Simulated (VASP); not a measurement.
# Si in VASP: a series of runs

The runs below take Si through single point, with PBEsol.

Program: VASP 6.6.1. These are calculated values, not measurements. Logs are shortened: lines on timing, memory, paths and dates and some standing lists are left out, and cuts for length are marked.

### Step 1. The cell of the first run

Symmetry: P6/mmm, No. 191, hexagonal system. Conventional cell: a = 2.672 Å, b = 2.672 Å, c = 2.515 Å, α = 90.00°, β = 90.00°, γ = 120.00°. Si (site symmetry 6/mmm) has 8 Si at 2.51 to 2.67 Å within 3.3 Å.

### Step 2. Single point, PBEsol (volume scaled by 1.06)

Contents of INCAR:

```
PREC = Accurate
ENCUT = 520
EDIFF = 1E-6
ISMEAR = -1
SIGMA = 0.05
LREAL = F
LASPH = T
NELM = 80
ALGO = Normal
ISIF = 2
LWAVE = F
LCHARG = F
GGA = PS
NBANDS = 8
```

Contents of KPOINTS:

```
regular mesh
0
Gamma
  12 12 11
```

Contents of POSCAR:

```
Si
1.0
    2.6719390558      0.0000000000      0.0000000000
   -1.3359695279      2.3139670997      0.0000000000
    0.0000000000      0.0000000000      2.5147265607
Si
1
Direct
    0.0000000000      0.0000000000      0.0000000000
```

Potentials or basis: VASP PAW PBE potentials, release 64 (Si).

Started as:

```
> cat potpaw_PBE.64/Si/POTCAR > POTCAR
> mpirun -np 1 vasp_std > vasp.out
```

OUTCAR:

```text
PREC = Accurate
   ENCUT = 520
   EDIFF = 1E-6
   ISMEAR = -1
   LREAL = F
   LASPH = T
   NELM = 80
   ISIF = 2
   GGA = PS

 ion  position               nearest neighbor table
   1  0.000  0.000  0.000-

  LATTYP: Found a hexagonal cell.
 ALAT       =     2.6719390558
 C/A-ratio  =     0.9411616463

  Lattice vectors:

 A1 = (   2.6719390558,   0.0000000000,   0.0000000000)
 A2 = (  -1.3359695279,   2.3139670997,   0.0000000000)
 A3 = (   0.0000000000,   0.0000000000,   2.5147265607)

Analysis of symmetry for initial positions (statically):
=====================================================================
 Subroutine PRICEL returns:
 Original cell was already a primitive cell.

 Routine SETGRP: Setting up the symmetry group for a
 hexagonal supercell.

 Subroutine GETGRP returns: Found 24 space group operations
 (whereof 24 operations were pure point group operations)
 out of a pool of 24 trial point group operations.

The static configuration has the point symmetry D_6h.

Analysis of symmetry for dynamics (positions and initial velocities):
=====================================================================
 Subroutine PRICEL returns:
 Original cell was already a primitive cell.

 Routine SETGRP: Setting up the symmetry group for a
 hexagonal supercell.

 Subroutine GETGRP returns: Found 24 space group operations
 (whereof 24 operations were pure point group operations)
 out of a pool of 24 trial point group operations.

The dynamic configuration has the point symmetry D_6h.

 Subroutine INISYM returns: Found 24 space group operations
 (whereof 24 operations are pure point group operations),
 and found     1 'primitive' translations

----------------------------------------------------------------------------------------

                                     Primitive cell

  volume of cell :      15.5480

  direct lattice vectors                    reciprocal lattice vectors
     2.671939056  0.000000000  0.000000000     0.374260033  0.216079131  0.000000000
    -1.335969528  2.313967100  0.000000000     0.000000000  0.432158262  0.000000000
     0.000000000  0.000000000  2.514726561     0.000000000  0.000000000  0.397657549

  length of vectors
     2.671939056  2.671939056  2.514726561     0.432158262  0.432158262  0.397657549

  position of ions in fractional coordinates (direct lattice)
     0.000000000  0.000000000  0.000000000

[... 64 lines left out ...]
   NGXF,Y,Z  is equivalent  to a cutoff of  24.89, 24.89, 26.44 a.u.
 SYSTEM =  unknown system
   PREC   = accura    normal or accurate (medium, high low for compatibility)
   ISTART =      0    job   : 0-new  1-cont  2-samecut
   ICHARG =      2    charge: 1-file 2-atom 10-const
   ISPIN  =      1    spin polarized calculation?
   LNONCOLLINEAR =      F non collinear calculations
   LSORBIT =      F    spin-orbit coupling
   LASPH  =      T    aspherical Exc in radial PAW
   ENCUT  =  520.0 eV  38.22 Ry    6.18 a.u.   4.97  4.97  4.68*2*pi/ulx,y,z
   NELM   =     80;   NELMIN=  2; NELMDL= -5     # of ELM steps
   EDIFF  = 0.1E-05   stopping-criterion for ELM
   LREAL  =      F    real-space projection
[... 7 lines left out ...]
   TEBEG  =    0.0;   TEEND  =   0.0 temperature during run
   PSTRESS=    0.0 pullay stress
   NELECT =       4.0000    total number of electrons
   NUPDOWN=      -1.0000    fix difference up-down
   EMIN   =  10.00;   EMAX   =-10.00  energy-range for DOS
   EFERMI =   0.00;   METHOD = LEGACY
   ISMEAR =    -1;   SIGMA  =   0.05  broadening in eV -4-tet -1-fermi 0-gaus
   EFERMI_NEDOS =   21; number of points for ismear=-14 and -15
   IALGO  =     38    algorithm
   IMIX   =      4    mixing-type and parameters
     AMIX     =   0.40;   BMIX     =  1.00
     AMIX_MAG =   1.60;   BMIX_MAG =  1.00
  volume/ion in A,a.u.               =      15.55       104.92
  Fermi-wavevector in a.u.,A,eV,Ry     =   1.041206  1.967594 14.750211  1.084110
  Thomas-Fermi vector in A             =   2.175816
   LORBIT       =      0    0 simple, 1 ext, 2 COOP (PROOUT), +10 PAW based schemes
   GGA     = PS    functional components
   LHFCALC =     F    Hartree Fock is set to
   AEXX    =    0.0000 exact exchange contribution
   IVDW    =     0    specifies the selected vdW correction
   LEPSILON=     F    determine dielectric tensor
   LRPA    =     F    only Hartree local field effects (RPA)
 non-spin polarized calculation
  energy-cutoff  :      520.00
  volume of cell :       15.55
 maximum number of plane-waves:       438
 NGX is ok and might be reduce to    20
   NGX =  9   NGY =  9   NGZ =  9

 number of electron       4.0000000 magnetization

 Free energy of the ion-electron system (eV)
  ---------------------------------------------------
  ext. energy  EPLUGINS =         0.00000000
  ---------------------------------------------------
  free energy    TOTEN  =        -5.54260609 eV

  energy without entropy =       -5.53924933  energy(sigma->0) =       -5.54092771

 E-fermi :   8.8751     XC(G=0): -10.9002

 val. band max:        8.8386563912   @ k =   0.3333   0.2500   0.3636
 cond. band min:       8.9416084405   @ k =   0.4167   0.1667   0.0000
 fundamental gap:      0.1029520493
 Fermi energy:         8.8750621198

 k-point     1 :       0.0000    0.0000    0.0000
  band No.  band energies     occupation
      1      -4.7266      2.00000
      2      16.3906      0.00000
      3      16.4995      0.00000
      4      18.6568      0.00000
      5      18.6568      0.00000
      6      20.9440      0.00000
      7      20.9440      0.00000
      8      26.1459      0.00000
[... 243 lines left out ...]
 k-point    24 :       0.3333    0.0000    0.0909
  band No.  band energies     occupation
      1      -1.5755      2.00000
      2       7.0955      2.00000
      3      14.5860      0.00000
      4      15.1845      0.00000
      5      17.9429      0.00000
      6      24.4744      0.00000
      7      25.0737      0.00000
      8      30.2479      0.00000

 [... further k-points ...]
[... 5 lines left out ...]
  --------------------------------------------------------------------------------------
  -------------------------------------------------------------------------------------
  Total       -0.6283850     -0.6283850     -0.3188687      0.0000000      0.0000000      0.0000000
  in kB      -64.7533006    -64.7533006    -32.8585173      0.0000000      0.0000000      0.0000000
  external PRESSURE =     -54.1217061 kB  Pullay stress =       0.0000000 kB

 VOLUME and BASIS-vectors are now :
 -----------------------------------------------------------------------------
  energy-cutoff  :      520.00
  volume of cell :       15.55
      direct lattice vectors                 reciprocal lattice vectors
     2.671939056  0.000000000  0.000000000     0.374260033  0.216079131  0.000000000
    -1.335969528  2.313967100  0.000000000     0.000000000  0.432158262  0.000000000
     0.000000000  0.000000000  2.514726561     0.000000000  0.000000000  0.397657549

 POSITION                                       TOTAL-FORCE (eV/Angst)
 -----------------------------------------------------------------------------------
      0.00000      0.00000      0.00000        -0.000000      0.000000      0.000000
 -----------------------------------------------------------------------------------
    total drift:                               -0.000000     -0.000000      0.000000

  FREE ENERGIE OF THE ION-ELECTRON SYSTEM (eV)
  ---------------------------------------------------
  free  energy   TOTEN  =        -5.5426060916 eV

  energy  without entropy=       -5.5392493316  energy(sigma->0) =       -5.54092771
```

stdout:

```text
POSCAR found type information on POSCAR Si
 POSCAR found :  1 types and       1 ions
 scaLAPACK will be used
 -----------------------------------------------------------------------------
|                                                                             |
|                                                                             |
|     You enforced a specific xc type in the INCAR file but a different       |
|     I HOPE YOU KNOW WHAT YOU ARE DOING!                                     |
|                                                                             |
 -----------------------------------------------------------------------------

 LDA part: xc-table for (Slater+PW92), standard interpolation
 POSCAR, INCAR and KPOINTS ok, starting setup
 FFT: planning ... GRIDC
 FFT: planning ... GRID_SOFT
 FFT: planning ... GRID
 WAVECAR not read
 entering main loop
```

It took 9.9 s on 1 thread of Intel Xeon 8259CL, shared host; peak memory 0.12 GiB.

Results:

- Free energy: -5.5426 eV
- Pressure: -5.4 GPa
- Band gap on the k mesh: zero (band 2 reaches 16.39 eV, above the bottom of band 3 at 4.59 eV)

Levels at points of the mesh, in eV from the Fermi level:
```csv
k point,band 1,band 2,band 3,band 4,band 5,band 6,band 7
"(0.00, 0.00, 0.00)",-13.60,7.52,7.62,9.78,9.78,12.07,12.07
"(0.50, 0.00, 0.00)",-7.45,-6.44,4.91,6.50,12.14,14.83,16.30
```

Caveat: the PAW data sets were made with another functional, which shifts forces and pressure a little.

### Step 3. Single point, PBEsol (the cell strained at random)

Contents of INCAR:

```
SYSTEM = Si
ALGO = Normal
EDIFF = 1E-7
ENCUT = 520
GGA = PS
ISIF = 2
ISMEAR = -1
LASPH = .TRUE.
LCHARG = .FALSE.
LREAL = .FALSE.
LWAVE = .FALSE.
NBANDS = 8
NELM = 100
PREC = Accurate
SIGMA = 0.05
```

Contents of KPOINTS:

```
k-points
0
G
  12 12 11
  0 0 0
```

Contents of POSCAR:

```
Si
1.0
    2.6044910000      0.0051710000     -0.0114580000
   -1.2977680000      2.2582760000     -0.0087210000
   -0.0107840000     -0.0157040000      2.4911460000
Si
1
Direct
   -0.0120970000     -0.0127870000     -0.0156780000
```

Potentials or basis: VASP PAW PBE potentials, release 64 (Si).

Started as:

```
> cat potpaw_PBE.64/Si/POTCAR > POTCAR
> mpirun -np 1 vasp_std > vasp.out
```

OUTCAR:

```text
SYSTEM = Si
   EDIFF = 1E-7
   ENCUT = 520
   GGA = PS
   ISIF = 2
   ISMEAR = -1
   LASPH = .TRUE.
   LREAL = .FALSE.
   NELM = 100
   PREC = Accurate

 ion  position               nearest neighbor table
   1  0.988  0.987  0.984-

  LATTYP: Found a triclinic cell.
 ALAT       =     2.6045213368
 B/A-ratio  =     1.7300717392
 C/A-ratio  =     0.9564977655
 COS(alpha) =     0.0012041800
 COS(beta)  =     0.0087404140
 COS(gamma) =     0.8650121419

  Lattice vectors:

 A1 = (   2.6044910000,   0.0051710000,  -0.0114580000)
 A2 = (   3.9022590000,  -2.2531050000,  -0.0027370000)
 A3 = (   0.0107840000,   0.0157040000,  -2.4911460000)

Analysis of symmetry for initial positions (statically):
=====================================================================
 Subroutine PRICEL returns:
 Original cell was already a primitive cell.

 Routine SETGRP: Setting up the symmetry group for a
 triclinic supercell.

 Subroutine GETGRP returns: Found  2 space group operations
 (whereof  1 operations were pure point group operations)
 out of a pool of  2 trial point group operations.
[... 157 lines left out ...]
  ---------------------------------------------------
  free energy    TOTEN  =        -5.55693347 eV

  energy without entropy =       -5.55456048  energy(sigma->0) =       -5.55574698

 E-fermi :   9.6116     XC(G=0): -11.1315

 val. band max:        9.6093200370   @ k =   0.4167   0.3333   0.4545
 cond. band min:       9.6116634895   @ k =  -0.2500  -0.3333   0.3636
 fundamental gap:      0.0023434525
 Fermi energy:         9.6115501393

 k-point     1 :       0.0000    0.0000    0.0000
  band No.  band energies     occupation
      1      -4.5056      2.00000
      2      17.0144      0.00000
      3      17.1790      0.00000
      4      20.2466      0.00000
      5      20.3470      0.00000
      6      21.9910      0.00000
      7      22.1486      0.00000
      8      27.4437      0.00000
[... 243 lines left out ...]
 k-point    24 :       0.3333    0.1667    0.0000
  band No.  band energies     occupation
      1       0.8993      2.00000
      2       5.5070      2.00000
      3       9.9677      0.00161
      4      21.5080      0.00000
      5      21.8618      0.00000
      6      26.0181      0.00000
      7      26.1788      0.00000
      8      29.8828      0.00000

 [... further k-points ...]
[... 5 lines left out ...]
  --------------------------------------------------------------------------------------
  -------------------------------------------------------------------------------------
  Total        0.1078567      0.0615650     -0.0142312     -0.0406243      0.1207556      0.0819962
  in kB       11.7811923      6.7247444     -1.5544784     -4.4373973     13.1901375      8.9564516
  external PRESSURE =       5.6504861 kB  Pullay stress =       0.0000000 kB

 VOLUME and BASIS-vectors are now :
 -----------------------------------------------------------------------------
  energy-cutoff  :      520.00
  volume of cell :       14.67
      direct lattice vectors                 reciprocal lattice vectors
     2.604491000  0.005171000 -0.011458000     0.383527983  0.220414573  0.003049743
    -1.297768000  2.258276000 -0.008721000    -0.000865956  0.442328783  0.002784659
    -0.010784000 -0.015704000  2.491146000     0.001761001  0.002562298  0.401445451

 POSITION                                       TOTAL-FORCE (eV/Angst)
 -----------------------------------------------------------------------------------
      1.28120      2.21905      2.43216         0.000000      0.000000      0.000000
 -----------------------------------------------------------------------------------
    total drift:                               -0.000000     -0.000000     -0.000000

  FREE ENERGIE OF THE ION-ELECTRON SYSTEM (eV)
  ---------------------------------------------------
  free  energy   TOTEN  =        -5.5569334716 eV

  energy  without entropy=       -5.5545604840  energy(sigma->0) =       -5.55574698
```

stdout:

```text
POSCAR found type information on POSCAR Si
 POSCAR found :  1 types and       1 ions
 scaLAPACK will be used
 -----------------------------------------------------------------------------
|                                                                             |
|                                                                             |
|     You enforced a specific xc type in the INCAR file but a different       |
|     I HOPE YOU KNOW WHAT YOU ARE DOING!                                     |
|                                                                             |
 -----------------------------------------------------------------------------

 LDA part: xc-table for (Slater+PW92), standard interpolation
 POSCAR, INCAR and KPOINTS ok, starting setup
 FFT: planning ... GRIDC
 FFT: planning ... GRID_SOFT
 FFT: planning ... GRID
 WAVECAR not read
 entering main loop
```

Run time: 80 s. Hardware: 1 thread of Intel Xeon 8259CL, shared host; peak memory 0.18 GiB.

What came out:

```yaml
Free_energy: -5.5569 eV
Pressure: 0.6 GPa
Band_gap_on_the_k_mesh: zero (band 2 reaches 17.01 eV, above the bottom of band 3 at 5.08 eV)
```

Caveat: the cell differs from its parent crystal (the cell strained at random); the PAW data sets were made with another functional, which shifts forces and pressure a little.
